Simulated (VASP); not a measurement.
# Ta (C2/m) in VASP: single point with PBE

Aim: the single point of Ta with PBE.

Program: VASP 6.6.1. These are calculated values, not measurements. Logs are shortened: lines on timing, memory, paths and dates and some standing lists are left out, and cuts for length are marked.

### 1 The cell of the first run

Symmetry: C2/m, No. 12, monoclinic system. Conventional cell: a = 3.319 Å, b = 4.693 Å, c = 9.410 Å, α = 90.00°, β = 94.04°, γ = 90.00°. Ta (site symmetry m) has 14 Ta at 2.55 to 3.38 Å within 3.4 Å. Within 3.8 Å of Ta (site symmetry m) lie 14 Ta at 2.87 to 3.32 Å.

### 2 Single point, PBE (the part above a cut slid along it)

Contents of INCAR:

```
SYSTEM = Ta
PREC = Accurate
ENCUT = 500
EDIFF = 1E-6
ISMEAR = 0
SIGMA = 0.15
LREAL = .FALSE.
LASPH = .TRUE.
NELM = 120
ALGO = Normal
ISIF = 2
LWAVE = .FALSE.
LCHARG = .FALSE.
GGA = PE
NBANDS = 30
GGA_COMPAT = .FALSE.
```

Contents of KPOINTS:

```
Automatic mesh
0
G
  22 22 7
  0 0 0
```

Contents of POSCAR:

```
Ta
1.0
   -1.6593948201      1.6593948201     -1.6593948201
   -1.6593948201     -1.6593948201      1.6593948201
   -0.6637579280      6.6375792803      6.6375792803
Ta
4
Direct
   -0.1750000000     -0.1750000000      0.8750000000
    0.4750000000      0.4750000000      0.1250000000
   -0.0750000000     -0.0750000000      0.3750000000
    0.3750000000      0.3750000000      0.6250000000
```

Potentials or basis: VASP PAW PBE potentials, release 64 (Ta_pv).

Command:

```bash
> cat potpaw_PBE.64/Ta_pv/POTCAR > POTCAR
> mpirun -np 1 vasp_std > vasp.out
```

OUTCAR:

```text
SYSTEM = Ta
   PREC = Accurate
   ENCUT = 500
   EDIFF = 1E-6
   ISMEAR = 0
   LREAL = .FALSE.
   LASPH = .TRUE.
   NELM = 120
   ISIF = 2
   GGA = PE

 ion  position               nearest neighbor table
   1  0.825  0.825  0.875-   2 2.55   4 2.87   4 2.87   2 3.30   4 3.32   4 3.32   2 3.38   2 3.38

   2  0.475  0.475  0.125-   1 2.55   3 2.87   3 2.87   1 3.30   3 3.32   3 3.32   1 3.38   1 3.38

   3  0.925  0.925  0.375-   2 2.87   4 2.87   4 2.87   2 2.87   2 3.32   4 3.32   4 3.32   2 3.32

   4  0.375  0.375  0.625-   1 2.87   3 2.87   3 2.87   1 2.87   3 3.32   1 3.32   1 3.32   3 3.32

  LATTYP: Found a base centered monoclinic cell.
 ALAT       =     3.3187896402
 B/A-ratio  =     1.4142135624
 C/A-ratio  =     2.8354893757
 COS(beta)  =    -0.0705345616

  Lattice vectors:

 A1 = (   1.6593948201,  -1.6593948201,   1.6593948201)
 A2 = (   1.6593948201,   1.6593948201,  -1.6593948201)
 A3 = (  -0.6637579280,   6.6375792803,   6.6375792803)

Analysis of symmetry for initial positions (statically):
=====================================================================
 Subroutine PRICEL returns:
 Original cell was already a primitive cell.

 Routine SETGRP: Setting up the symmetry group for a
 base centered monoclinic supercell.

 Subroutine GETGRP returns: Found  4 space group operations
 (whereof  2 operations were pure point group operations)
 out of a pool of  4 trial point group operations.

The static configuration has the point symmetry C_1h.
 The point group associated with its full space group is C_2h.

Analysis of symmetry for dynamics (positions and initial velocities):
=====================================================================
 Subroutine PRICEL returns:
 Original cell was already a primitive cell.

 Routine SETGRP: Setting up the symmetry group for a
 base centered monoclinic supercell.

 Subroutine GETGRP returns: Found  4 space group operations
 (whereof  2 operations were pure point group operations)
 out of a pool of  4 trial point group operations.

The dynamic configuration has the point symmetry C_1h.
 The point group associated with its full space group is C_2h.

 Subroutine INISYM returns: Found  4 space group operations
 (whereof  2 operations are pure point group operations),
 and found     1 'primitive' translations

----------------------------------------------------------------------------------------

[... 96 lines left out ...]
   EDIFF  = 0.1E-05   stopping-criterion for ELM
   LREAL  =      F    real-space projection
   EDIFFG = 0.1E-04   stopping-criterion for IOM
   NSW    =      0    number of steps for IOM
   IBRION =     -1    ionic relax: 0-MD 1-quasi-New 2-CG
   NFREE  =      0    steps in history (QN), initial steepest desc. (CG)
   ISIF   =      2    stress and relaxation
   ISYM   =      2    0-nonsym 1-usesym 2-fastsym
   POTIM  = 0.5000    time-step for ionic-motion
   TEBEG  =    0.0;   TEEND  =   0.0 temperature during run
   PSTRESS=    0.0 pullay stress
   NELECT =      44.0000    total number of electrons
   NUPDOWN=      -1.0000    fix difference up-down
   EMIN   =  10.00;   EMAX   =-10.00  energy-range for DOS
   EFERMI =   0.00;   METHOD = LEGACY
   ISMEAR =     0;   SIGMA  =   0.15  broadening in eV -4-tet -1-fermi 0-gaus
   EFERMI_NEDOS =   21; number of points for ismear=-14 and -15
   IALGO  =     38    algorithm
   IMIX   =      4    mixing-type and parameters
     AMIX     =   0.40;   BMIX     =  1.00
     AMIX_MAG =   1.60;   BMIX_MAG =  1.00
  volume/ion in A,a.u.               =      18.28       123.34
  Fermi-wavevector in a.u.,A,eV,Ry     =   1.382195  2.611970 25.993429  1.910463
  Thomas-Fermi vector in A             =   2.506909
   LORBIT       =      0    0 simple, 1 ext, 2 COOP (PROOUT), +10 PAW based schemes
   GGA     = PE    functional components
   LHFCALC =     F    Hartree Fock is set to
   AEXX    =    0.0000 exact exchange contribution
   IVDW    =     0    specifies the selected vdW correction
   LEPSILON=     F    determine dielectric tensor
   LRPA    =     F    only Hartree local field effects (RPA)
 non-spin polarized calculation
 Gauss-broadening in eV      SIGMA  =   0.15
  energy-cutoff  :      500.00
  volume of cell :       73.11
 maximum number of plane-waves:      1878
 NGX is ok and might be reduce to    24
   NGX = 11   NGY = 11   NGZ = 35

 number of electron      44.0000004 magnetization

 Free energy of the ion-electron system (eV)
  ---------------------------------------------------
  ext. energy  EPLUGINS =         0.00000000
  ---------------------------------------------------
  free energy    TOTEN  =       -46.86644941 eV

  energy without entropy =      -46.81472099  energy(sigma->0) =      -46.84058520

 E-fermi :   5.4156     XC(G=0): -12.5302

 val. band max:        5.4151101650   @ k =  -0.2273   0.2273   0.1429
 cond. band min:       5.4158361603   @ k =   0.5000   0.4545   0.1429
 fundamental gap:      0.0007259954
 Fermi energy:         5.4156061575

 k-point     1 :       0.0000    0.0000    0.0000
  band No.  band energies     occupation
      1     -29.0407      2.00000
      2     -28.4712      2.00000
      3     -28.2979      2.00000
      4     -28.1031      2.00000
      5     -27.9820      2.00000
      6     -27.8769      2.00000
[... 781 lines left out ...]
     29       9.7677      0.00000
     30      10.2537      0.00000

 [... further k-points ...]

------------------------ aborting loop because EDIFF is reached ----------------------------------------

  FORCE on cell =-STRESS in cart. coord.  units (eV):
  Direction    XX          YY          ZZ          XY          YZ          ZX
  --------------------------------------------------------------------------------------
  -------------------------------------------------------------------------------------
  Total       -0.0556801      1.0866394      1.0866394      1.2224117      0.5264886      1.2224120
  in kB       -1.2202296     23.8136992     23.8136992     26.7891475     11.5379957     26.7891547
  external PRESSURE =      15.4690563 kB  Pullay stress =       0.0000000 kB

 VOLUME and BASIS-vectors are now :
 -----------------------------------------------------------------------------
  energy-cutoff  :      500.00
  volume of cell :       73.11
      direct lattice vectors                 reciprocal lattice vectors
    -1.659394820  1.659394820 -1.659394820    -0.301314668  0.135591601 -0.165723068
    -1.659394820 -1.659394820  1.659394820    -0.301314668 -0.165723068  0.135591601
    -0.663757928  6.637579280  6.637579280     0.000000000  0.075328667  0.075328667

 POSITION                                       TOTAL-FORCE (eV/Angst)
 -----------------------------------------------------------------------------------
     -3.31879      5.80788      5.80788        -1.399755     -0.726102     -0.726102
     -1.65939      0.82970      0.82970         1.399755      0.726102      0.726102
     -3.31879      2.48909      2.48909        -0.377931      0.030181      0.030181
     -1.65939      4.14849      4.14849         0.377931     -0.030181     -0.030181
 -----------------------------------------------------------------------------------
    total drift:                                0.000006     -0.000002     -0.000002

  FREE ENERGIE OF THE ION-ELECTRON SYSTEM (eV)
  ---------------------------------------------------
  free  energy   TOTEN  =       -46.8664494115 eV

  energy  without entropy=      -46.8147209851  energy(sigma->0) =      -46.84058520
```

OSZICAR:

```text
N       E                     dE             d eps       ncg     rms          rms(c)
DAV:   1     0.415923550447E+03    0.41592E+03   -0.24219E+04 53520   0.149E+03
DAV:   2    -0.323980087190E+02   -0.44832E+03   -0.43732E+03 58946   0.445E+02
DAV:   3    -0.483792114807E+02   -0.15981E+02   -0.15511E+02 68650   0.758E+01
DAV:   4    -0.486608266016E+02   -0.28162E+00   -0.27965E+00 64914   0.931E+00
DAV:   5    -0.486672786978E+02   -0.64521E-02   -0.64476E-02 66704   0.115E+00    0.267E+01
DAV:   6    -0.472800060611E+02    0.13873E+01   -0.16427E+00 62802   0.917E+00    0.131E+01
DAV:   7    -0.468733887419E+02    0.40662E+00   -0.14457E+00 63924   0.822E+00    0.790E-01
DAV:   8    -0.468733865734E+02    0.21685E-05   -0.10695E-01 68936   0.222E+00    0.657E-01
DAV:   9    -0.468663297490E+02    0.70568E-02   -0.42318E-02 67860   0.133E+00    0.167E-01
DAV:  10    -0.468664616228E+02   -0.13187E-03   -0.17439E-03 64714   0.254E-01    0.761E-02
DAV:  11    -0.468664604600E+02    0.11627E-05   -0.13034E-04 66370   0.777E-02    0.400E-02
DAV:  12    -0.468664510992E+02    0.93608E-05   -0.12876E-05 66970   0.224E-02    0.748E-03
DAV:  13    -0.468664492620E+02    0.18372E-05   -0.19151E-06 43478   0.102E-02    0.171E-03
DAV:  14    -0.468664494115E+02   -0.14947E-06   -0.24014E-07 39516   0.354E-03
   1 F= -.46866449E+02 E0= -.46840585E+02  d E =-.517284E-01
```

stdout:

```text
POSCAR found type information on POSCAR Ta
 POSCAR found :  1 types and       4 ions
 scaLAPACK will be used
 LDA part: xc-table for (Slater+PW92), standard interpolation
 POSCAR, INCAR and KPOINTS ok, starting setup
 FFT: planning ... GRIDC
 FFT: planning ... GRID_SOFT
 FFT: planning ... GRID
 WAVECAR not read
 entering main loop
```

Wall time 12 min (1 thread of AMD EPYC 9R45 (Zen 5), shared host); peak memory 1.2 GiB.

Results:

```
Free energy            : -46.8664 eV
Pressure               : 1.5 GPa
Largest force          : 1.736 eV/Å
Band gap on the k mesh : zero (bands 22 and 23 overlap by 1.49 eV)
```

Forces on the atoms (eV/Å):
```
Ta  -1.400 -0.726 -0.726
Ta   1.400  0.726  0.726
Ta  -0.378  0.030  0.030
Ta   0.378 -0.030 -0.030
```

Caveat: the cell differs from its parent crystal (the part above a cut slid along it); spin-orbit coupling is left out, which moves the levels of the heavy elements; forces of over 1 eV/Å act on the atoms, so gaps and moduli don't describe the material at rest.
